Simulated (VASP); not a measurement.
WSe2:

```xyz
6
Lattice="3.2997 0.0000 0.0000 -1.6499 2.8577 0.0000 0.0000 0.0000 13.1497" Properties=species:S:1:pos:R:3 pbc="T T T"
W     1.6499    0.9526    3.2872
W     0.0000    1.9051    9.8625
Se    0.0000    1.9051    4.9527
Se    1.6499    0.9526   11.5280
Se    0.0000    1.9051    1.6217
Se    1.6499    0.9526    8.1970
```

Base run:

```yaml
Program: VASP 6.6.1
Functional: PBE
Potentials_or_basis: VASP PAW PBE potentials, release 64 (W_sv, Se)
Cutoff: 520 eV
k_mesh: 12 × 12 × 2
Occupations: gaussian, width 0.01 eV
Spin: no spin polarisation
```

Its results: band gap on the k mesh 1.04 eV, indirect (least direct gap 1.49 eV); pressure 3.7 GPa; largest force 0.324 eV/Å.

**Question.** The run is repeated on the same cell with these changes: functional from PBE to r2SCAN; further incar settings from ALGO = Normal; EDIFF = 1e-06; NBANDS = 35 to ALGO = Normal; EDIFF = 1e-07; NBANDS = 35. What comes out?

**Answer.** Band gap on the k mesh 1.16 eV, indirect (least direct gap 1.61 eV); pressure 1.6 GPa; largest force 0.007 eV/Å.

Caveats: spin-orbit coupling is left out, which moves the levels of the heavy elements; the PAW data sets were made with another functional, which shifts forces and pressure a little (some runs).

A k mesh can miss the band edges.
